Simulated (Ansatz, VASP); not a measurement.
Two plane-wave programs on Zn4SeS3

INCAR

```
SYSTEM = Zn4SeS3
PREC = Accurate
ENCUT = 500
EDIFF = 1E-6
ISMEAR = 0
SIGMA = 0.02
LREAL = .FALSE.
LASPH = .TRUE.
NELM = 120
ALGO = Normal
ISIF = 2
LWAVE = .FALSE.
LCHARG = .FALSE.
GGA = PE
NBANDS = 86
GGA_COMPAT = .FALSE.
```

The input KPOINTS:

```
Automatic mesh
0
G
  4 4 4
  0 0 0
```

File POSCAR:

```
Zn4SeS3
1.0
   -2.7562637275     -5.5134598915     -2.7562380795
   -5.5142637711      2.7570223487      2.7573893480
   -0.0002025061      5.5157852302     -5.5169230598
Zn S Se
8 6 2
Direct
    0.4978658403      0.2458564262      0.8757206258
    0.4957733184      0.2631423163      0.3728464990
    0.0105812702      0.0149868874      0.5015051240
    0.0012345026     -0.0025451292      0.0012358664
    0.5114051946      0.7456812681      0.6365256211
   -0.0055231131      0.4918965454      0.7565033458
    0.4952893413      0.7445027963      0.1156699353
   -0.0061249090      0.4967657099      0.2402408046
    0.6238965521      0.4324774439      0.6599117919
    0.1267847293      0.1867303338      0.7858758095
    0.6221137821      0.4373897565      0.1516118084
    0.1251867808      0.1918763783      0.2768587864
    0.6286688216      0.9384632072      0.9090758777
    0.1227052145      0.6865115784      0.0291686193
    0.6249686081      0.9406754730      0.4048005027
    0.1251740662      0.6855890083      0.5324489821
```

Input for Ansatz:

```yaml
crystal:
  lattice:
    - [-2.7562637275, -5.5134598915, -2.7562380795]
    - [-5.5142637711, 2.7570223487, 2.757389348]
    - [-0.0002025061, 5.5157852302, -5.5169230598]
  atoms:
    - { symbol: Zn, position: [0.4978658403, 0.2458564262, 0.8757206258] }
    - { symbol: Zn, position: [0.4957733184, 0.2631423163, 0.372846499] }
    - { symbol: Zn, position: [0.0105812702, 0.0149868874, 0.501505124] }
    - { symbol: Zn, position: [0.0012345026, -0.0025451292, 0.0012358664] }
    - { symbol: Zn, position: [0.5114051946, 0.7456812681, 0.6365256211] }
    - { symbol: Zn, position: [-0.0055231131, 0.4918965454, 0.7565033458] }
    - { symbol: Zn, position: [0.4952893413, 0.7445027963, 0.1156699353] }
    - { symbol: Zn, position: [-0.006124909, 0.4967657099, 0.2402408046] }
    - { symbol: S, position: [0.6238965521, 0.4324774439, 0.6599117919] }
    - { symbol: S, position: [0.1267847293, 0.1867303338, 0.7858758095] }
    - { symbol: S, position: [0.6221137821, 0.4373897565, 0.1516118084] }
    - { symbol: S, position: [0.1251867808, 0.1918763783, 0.2768587864] }
    - { symbol: S, position: [0.6286688216, 0.9384632072, 0.9090758777] }
    - { symbol: Se, position: [0.6249686081, 0.940675473, 0.4048005027] }
    - { symbol: Se, position: [0.1251740662, 0.6855890083, 0.5324489821] }
    - { symbol: S, position: [0.1227052145, 0.6865115784, 0.0291686193] }
basis:
  ecutwfc: 420
kpoints:
  mp_grid: { grid: [4, 4, 4] }
  band_path:
    path:
      - [[0.0, 0.0, 0.0], [0.0, 0.0, -0.5]]
      - [[0.0, -0.5, 0.0], [0.0, 0.0, 0.0], [-0.5, 0.0, 0.0]]
      - [[-0.5, 0.5, 0.5], [0.0, 0.0, 0.0], [-0.5, 0.5, 0.0]]
      - [[-0.5, 0.0, 0.5], [0.0, 0.0, 0.0], [0.0, 0.5, -0.5]]
    npoints: 6
hamiltonian:
  xc: pbe
  pseudopotentials: { kind: paw, azcp: { folder: soft_1 } }
scf:
  occupations: { method: gaussian, width: 0.02 }
  n_extra_bands: 14
output:
  forces: true
  stress: true
  eigenvalues: true
```

Alike in both runs: task single point; functional PBE; k mesh 4 × 4 × 4; occupations gaussian, width 0.02 eV; no spin polarisation.

|  | VASP | Ansatz |
| --- | --- | --- |
| version | VASP 6.6.1 | Ansatz 0.2.0 |
| potentials or method | VASP PAW PBE potentials, release 64 (Zn, S, Se), cutoff 500 eV | scalar-relativistic, plane waves, PAW |
| valence electrons in the cell | 144 | 164 |

|  | VASP | Ansatz | Ansatz less VASP |
| --- | --- | --- | --- |
| gap on the k mesh at the Fermi level (eV) | 1.74 | 1.73 | -0.006 |
| least direct gap on the mesh (eV) | 1.74 | 1.73 | -0.006 |
| pressure (GPa) | 0.1 | 0.0 | -0.14 |

VASP's potentials hold 144 valence electrons a cell and Ansatz's 164, so a difference there can come from the potentials and not from the codes.
